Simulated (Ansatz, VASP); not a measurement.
## Two plane-wave programs on Hf3O

```
CELL_PARAMETERS angstrom
4.21109 0.00000 0.00000
0.00000 4.21109 0.00000
0.00000 0.00000 4.21109
ATOMIC_POSITIONS crystal
Hf 0.00000 0.50000 0.50000
Hf 0.50000 0.00000 0.50000
Hf 0.50000 0.50000 0.00000
O 0.00000 0.00000 0.00000
```

Alike in both runs: functional PBE; k mesh 4 × 4 × 4; occupations gaussian, width 0.1 eV; no spin polarisation.

Ansatz relaxed the structure, and its values are those at the end. VASP's run is a single point on that final structure, the one shown.

|  | VASP | Ansatz |
| --- | --- | --- |
| version | VASP 6.6.1 | Ansatz 0.2.0 |
| potentials or method | VASP PAW PBE potentials, release 64 (Hf_pv, O), cutoff 520 eV | scalar-relativistic, plane waves, PAW |
| valence electrons in the cell | 36 | 84 |

Ansatz gave:

- gap on the k mesh at the Fermi level (eV): none
- pressure (GPa): 0.1

Problem. Which values does VASP return?

Solution. gap on the k mesh at the Fermi level (eV): none; pressure (GPa): -0.4.

A gap of «none» marks a metal or a gap that the smearing closes. The functional is the same, so the differences come from potentials, cutoffs and numerics. VASP's potentials hold 36 valence electrons a cell and Ansatz's 84, so a difference there can come from the potentials and not from the codes.

The k mesh is coarse, so the values compare programs but aren't converged. Spin-orbit coupling is off throughout.
